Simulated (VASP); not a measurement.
# TiB2 (P6/mmm) in VASP: further runs

TiB2 is run at these levels: LDA; tasks: single point, relaxation of cell and atoms.

Everything below comes from runs of VASP 6.6.1. Logs are shortened: lines on timing, memory, paths and dates and some standing lists are left out, and cuts for length are marked.

## (1) The cell of the first run

It takes space group P6/mmm (No. 191, hexagonal). Conventional cell: a = 2.994 Å, b = 2.994 Å, c = 3.160 Å, α = 90.00°, β = 90.00°, γ = 120.00°. Ti (site symmetry 6/mmm) has 12 B at 2.34 Å and 8 Ti at 2.99 to 3.16 Å within 3.2 Å. Within 2.4 Å of B (site symmetry -6m2) lie 3 B at 1.73 Å and 6 Ti at 2.34 Å.

## (2) Single point, LDA

Contents of INCAR:

```
SYSTEM = TiB2
ALGO = Normal
EDIFF = 1E-6
ENCUT = 520
ISIF = 2
ISMEAR = 0
LASPH = .TRUE.
LCHARG = .FALSE.
LREAL = .FALSE.
LWAVE = .FALSE.
NBANDS = 16
NELM = 100
PREC = Accurate
SIGMA = 0.2
```

Contents of KPOINTS:

```
k-points
0
G
  16 16 14
  0 0 0
```

Contents of POSCAR:

```
TiB2
1.0
    2.9938865196      0.0000000000      0.0000000000
   -1.4969432598      2.5927817820      0.0000000000
    0.0000000000      0.0000000000      3.1595243383
Ti B
1 2
Direct
    0.0000000000      0.0000000000      0.0000000000
    0.3333333333      0.6666666667      0.5000000000
    0.6666666667      0.3333333333      0.5000000000
```

Potentials or basis: VASP PAW LDA potentials, release 64 (Ti_sv, B).

Run with:

```
$ cat potpaw_LDA.64/Ti_sv/POTCAR potpaw_LDA.64/B/POTCAR > POTCAR
$ mpirun -np 1 vasp_std > vasp.out
```

OUTCAR:

```text
SYSTEM = TiB2
   EDIFF = 1E-6
   ENCUT = 520
   ISIF = 2
   ISMEAR = 0
   LASPH = .TRUE.
   LREAL = .FALSE.
   NELM = 100
   PREC = Accurate

 ion  position               nearest neighbor table
   1  0.000  0.000  0.000-   2 2.34   3 2.34   2 2.34   3 2.34   2 2.34   2 2.34   3 2.34   3 2.34
                             3 2.34   3 2.34   2 2.34   2 2.34
   2  0.333  0.667  0.500-   3 1.73   3 1.73   3 1.73   1 2.34   1 2.34   1 2.34   1 2.34   1 2.34
                             1 2.34
   3  0.667  0.333  0.500-   2 1.73   2 1.73   2 1.73   1 2.34   1 2.34   1 2.34   1 2.34   1 2.34
                             1 2.34

  LATTYP: Found a hexagonal cell.
 ALAT       =     2.9938865196
 C/A-ratio  =     1.0553253497

  Lattice vectors:

 A1 = (   2.9938865196,   0.0000000000,   0.0000000000)
 A2 = (  -1.4969432598,   2.5927817820,   0.0000000000)
 A3 = (   0.0000000000,   0.0000000000,   3.1595243383)

Analysis of symmetry for initial positions (statically):
=====================================================================
 Subroutine PRICEL returns:
 Original cell was already a primitive cell.

 Routine SETGRP: Setting up the symmetry group for a
 hexagonal supercell.

 Subroutine GETGRP returns: Found 24 space group operations
 (whereof 24 operations were pure point group operations)
 out of a pool of 24 trial point group operations.

The static configuration has the point symmetry D_6h.

Analysis of symmetry for dynamics (positions and initial velocities):
=====================================================================
 Subroutine PRICEL returns:
 Original cell was already a primitive cell.

 Routine SETGRP: Setting up the symmetry group for a
 hexagonal supercell.

 Subroutine GETGRP returns: Found 24 space group operations
 (whereof 24 operations were pure point group operations)
 out of a pool of 24 trial point group operations.

The dynamic configuration has the point symmetry D_6h.

 Subroutine INISYM returns: Found 24 space group operations
 (whereof 24 operations are pure point group operations),
 and found     1 'primitive' translations

----------------------------------------------------------------------------------------

                                     Primitive cell

  volume of cell :      24.5258

[... 77 lines left out ...]
   ions per type =               1   2
   NGX,Y,Z   is equivalent  to a cutoff of  13.33, 13.33, 12.63 a.u.
   NGXF,Y,Z  is equivalent  to a cutoff of  26.65, 26.65, 25.26 a.u.
 SYSTEM =  TiB2
   PREC   = accura    normal or accurate (medium, high low for compatibility)
   ISTART =      0    job   : 0-new  1-cont  2-samecut
   ICHARG =      2    charge: 1-file 2-atom 10-const
   ISPIN  =      1    spin polarized calculation?
   LNONCOLLINEAR =      F non collinear calculations
   LSORBIT =      F    spin-orbit coupling
   LASPH  =      T    aspherical Exc in radial PAW
   ENCUT  =  520.0 eV  38.22 Ry    6.18 a.u.   5.57  5.57  5.87*2*pi/ulx,y,z
   NELM   =    100;   NELMIN=  2; NELMDL= -5     # of ELM steps
   EDIFF  = 0.1E-05   stopping-criterion for ELM
   LREAL  =      F    real-space projection
[... 7 lines left out ...]
   TEBEG  =    0.0;   TEEND  =   0.0 temperature during run
   PSTRESS=    0.0 pullay stress
   NELECT =      18.0000    total number of electrons
   NUPDOWN=      -1.0000    fix difference up-down
   EMIN   =  10.00;   EMAX   =-10.00  energy-range for DOS
   EFERMI =   0.00;   METHOD = LEGACY
   ISMEAR =     0;   SIGMA  =   0.20  broadening in eV -4-tet -1-fermi 0-gaus
   EFERMI_NEDOS =   21; number of points for ismear=-14 and -15
   IALGO  =     38    algorithm
   IMIX   =      4    mixing-type and parameters
     AMIX     =   0.40;   BMIX     =  1.00
     AMIX_MAG =   1.60;   BMIX_MAG =  1.00
  volume/ion in A,a.u.               =       8.18        55.17
  Fermi-wavevector in a.u.,A,eV,Ry     =   1.476697  2.790552 29.669319  2.180633
  Thomas-Fermi vector in A             =   2.591192
   LORBIT       =      0    0 simple, 1 ext, 2 COOP (PROOUT), +10 PAW based schemes
   GGA     = CA    functional components
   LHFCALC =     F    Hartree Fock is set to
   AEXX    =    0.0000 exact exchange contribution
   IVDW    =     0    specifies the selected vdW correction
   LEPSILON=     F    determine dielectric tensor
   LRPA    =     F    only Hartree local field effects (RPA)
 non-spin polarized calculation
 Gauss-broadening in eV      SIGMA  =   0.20
  energy-cutoff  :      520.00
  volume of cell :       24.53
 maximum number of plane-waves:       684
 NGX is ok and might be reduce to    24
   NGX = 11   NGY = 11   NGZ = 11

 number of electron      18.0000000 magnetization

 Free energy of the ion-electron system (eV)
  ---------------------------------------------------
  ext. energy  EPLUGINS =         0.00000000
  ---------------------------------------------------
  free energy    TOTEN  =       -26.92522093 eV

  energy without entropy =      -26.91938427  energy(sigma->0) =      -26.92230260

 E-fermi :  10.4387     XC(G=0): -13.1717

 val. band max:       10.4195117455   @ k =   0.0625   0.0625   0.3571
 cond. band min:      10.4681313005   @ k =   0.0000   0.0000   0.3571
 fundamental gap:      0.0486195550
 Fermi energy:        10.4387271957

 k-point     1 :       0.0000    0.0000    0.0000
  band No.  band energies     occupation
      1     -45.6913      2.00000
      2     -22.4380      2.00000
      3     -22.0954      2.00000
      4     -22.0954      2.00000
      5      -3.0929      2.00000
      6       7.6775      2.00000
[... 433 lines left out ...]
      3     -22.3646      2.00000
      4     -22.2509      2.00000
      5      -0.4876      2.00000
      6       3.7505      2.00000
[... 8 lines left out ...]
     15      19.4756      0.00000
     16      20.6182      0.00000

 [... further k-points ...]
[... 5 lines left out ...]
  --------------------------------------------------------------------------------------
  -------------------------------------------------------------------------------------
  Total        0.0973254      0.0973254      0.0952979      0.0000000      0.0000000      0.0000000
  in kB        6.3578991      6.3578991      6.2254527      0.0000000      0.0000000      0.0000000
  external PRESSURE =       6.3137503 kB  Pullay stress =       0.0000000 kB

 VOLUME and BASIS-vectors are now :
 -----------------------------------------------------------------------------
  energy-cutoff  :      520.00
  volume of cell :       24.53
      direct lattice vectors                 reciprocal lattice vectors
     2.993886520  0.000000000  0.000000000     0.334013996  0.192843071  0.000000000
    -1.496943260  2.592781782  0.000000000     0.000000000  0.385686141  0.000000000
     0.000000000  0.000000000  3.159524338     0.000000000  0.000000000  0.316503338

 POSITION                                       TOTAL-FORCE (eV/Angst)
 -----------------------------------------------------------------------------------
      0.00000      0.00000      0.00000        -0.000000      0.000000     -0.000000
     -0.00000      1.72852      1.57976        -0.000000      0.000000     -0.000000
      1.49694      0.86426      1.57976         0.000000     -0.000000      0.000000
 -----------------------------------------------------------------------------------
    total drift:                               -0.000000      0.000000      0.000000

  FREE ENERGIE OF THE ION-ELECTRON SYSTEM (eV)
  ---------------------------------------------------
  free  energy   TOTEN  =       -26.9252209308 eV

  energy  without entropy=      -26.9193842717  energy(sigma->0) =      -26.92230260
```

OSZICAR:

```text
N       E                     dE             d eps       ncg     rms          rms(c)
DAV:   1     0.118844298082E+03    0.11884E+03   -0.90074E+03  7680   0.129E+03
DAV:   2    -0.252969924563E+02   -0.14414E+03   -0.13918E+03  8344   0.342E+02
DAV:   3    -0.320598196329E+02   -0.67628E+01   -0.67027E+01 10968   0.723E+01
DAV:   4    -0.322207142571E+02   -0.16089E+00   -0.16080E+00  9512   0.985E+00
DAV:   5    -0.322242509226E+02   -0.35367E-02   -0.35365E-02 11024   0.122E+00    0.173E+01
DAV:   6    -0.269456056563E+02    0.52786E+01   -0.20558E+01 11096   0.498E+01    0.381E+00
DAV:   7    -0.269275416929E+02    0.18064E-01   -0.11061E+00  8192   0.121E+01    0.354E+00
DAV:   8    -0.269255977076E+02    0.19440E-02   -0.75377E-02 12552   0.229E+00    0.897E-01
DAV:   9    -0.269256709168E+02   -0.73209E-04   -0.28840E-02  9696   0.227E+00    0.267E-01
DAV:  10    -0.269252426226E+02    0.42829E-03   -0.31615E-03 10696   0.684E-01    0.649E-02
DAV:  11    -0.269252330962E+02    0.95264E-05   -0.30817E-04 10168   0.175E-01    0.735E-02
DAV:  12    -0.269252214172E+02    0.11679E-04   -0.75319E-05 10008   0.105E-01    0.590E-03
DAV:  13    -0.269252209308E+02    0.48638E-06   -0.36301E-06  9184   0.217E-02
   1 F= -.26925221E+02 E0= -.26922303E+02  d E =-.583666E-02
```

stdout:

```text
POSCAR found type information on POSCAR TiB
 POSCAR found :  2 types and       3 ions
 scaLAPACK will be used
 LDA part: xc-table for (Slater(with rela. corr.)+CA(PZ))
 , standard interpolation
 POSCAR, INCAR and KPOINTS ok, starting setup
 FFT: planning ... GRIDC
 FFT: planning ... GRID_SOFT
 FFT: planning ... GRID
 WAVECAR not read
 entering main loop
```

Wall time 35 s (1 thread of Intel Xeon Platinum 8488C (Sapphire Rapids), shared host); peak memory 0.2 GiB.

What came out:

| Property | Result |
| --- | --- |
| Free energy | -26.9252 eV |
| Pressure | 0.6 GPa |
| Band gap on the k mesh | zero (bands 9 and 10 overlap by 0.64 eV) |

(Continued in part 2 of 2.)

The gap in the log of VASP goes by the Fermi energy; the results here count the filled bands.